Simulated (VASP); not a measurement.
Runs of VASP 6.6.1 on Al. The structure is that of space group P6_3/mmc (No. 194), or close to it. The cells are those of the table. 

| cell | gap on the mesh (eV) | pressure (GPa) |
| --- | --- | --- |
| a = 2.735, b = 2.735, c = 8.530 Å, angles 90.0, 90.0, 120.0°, 4 atoms | none | 14.8 |
| a = 2.997, b = 2.997, c = 8.530 Å, angles 90.0, 90.0, 120.0°, 4 atoms | none | (a) |
| a = 2.605, b = 2.605, c = 11.178 Å, angles 90.0, 90.0, 120.0°, 4 atoms | none | 4.3 |
| a = 2.605, b = 2.605, c = 8.530 Å, angles 90.0, 90.0, 120.0°, 4 atoms | none | 31.9 |
| a = 2.932, b = 2.932, c = 9.854 Å, angles 90.0, 90.0, 120.0°, 4 atoms | none | (b) |
| a = 2.997, b = 2.997, c = 9.192 Å, angles 90.0, 90.0, 120.0°, 4 atoms | none | -8.6 |
| a = 2.801, b = 2.801, c = 7.868 Å, angles 90.0, 90.0, 120.0°, 4 atoms | none | 23.4 |
| a = 2.801, b = 2.801, c = 11.178 Å, angles 90.0, 90.0, 120.0°, 4 atoms | none | -8.6 |
| a = 2.997, b = 2.997, c = 10.516 Å, angles 90.0, 90.0, 120.0°, 4 atoms | none | (c) |
| a = 2.735, b = 2.735, c = 7.207 Å, angles 90.0, 90.0, 120.0°, 4 atoms | none | 57.9 |
| a = 2.801, b = 2.801, c = 7.207 Å, angles 90.0, 90.0, 120.0°, 4 atoms | none | 47.4 |
| a = 2.605, b = 2.605, c = 9.192 Å, angles 90.0, 90.0, 120.0°, 4 atoms | none | 19.2 |

Alike in all rows: task single point; level PBEsol+D3(BJ); potentials or basis VASP PAW PBE potentials, release 64 (Al); no spin polarisation; k mesh 18 × 18 × 6; cutoff (eV) 520; smearing gaussian 0.15 eV.

Problem. Estimate the missing entries.

Solution. (a) -2.8; (b) -10.0; (c) -12.7.

Caveats: the PAW data sets were made with another functional, which shifts forces and pressure a little; pairwise dispersion overbinds metals, which lowers pressure and volume.

A gap of «none» marks levels without a gap at the run's occupations.
